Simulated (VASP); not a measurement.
A run of VASP 6.6.1 is set up as follows.

File INCAR:

```
SYSTEM = BaO
  ALGO = Normal
  EDIFF = 1E-8
  ENCUT = 520
  GGA = PE
  GGA_COMPAT = .False.
  ISIF = 2
  ISMEAR = -1
  LASPH = .True.
  LCHARG = .False.
  LEFG = .True.
  LREAL = .False.
  LWAVE = .False.
  NBANDS = 15
  NELM = 120
  PREC = Accurate
  SIGMA = 0.02
```

File KPOINTS:

```
k-points
0
Gamma
  8 8 8
  0 0 0
```

The input POSCAR:

```
BaO
1.0
    0.0000000000      2.7315430680      2.7315430680
    2.7315430680      0.0000000000      2.7315430680
    2.7315430680      2.7315430680      0.0000000000
Ba O
1 1
Direct
    0.0000000000      0.0000000000      0.0000000000
    0.5000000000      0.5000000000      0.5000000000
```

Potentials or basis: VASP PAW PBE potentials, release 64 (Ba_sv, O).

The run is started by

```bash
$ cat potpaw_PBE.64/Ba_sv/POTCAR potpaw_PBE.64/O/POTCAR > POTCAR
$ mpirun -np 1 vasp_std > vasp.out
```

(1) Estimate the pressure.

(2) Predict the band gap on the k mesh.

Answers

(1) 6.8 GPa.

(2) 1.82 eV.

Caveat: the cell stands under pressure; spin-orbit coupling is left out, which moves the levels of the heavy elements.
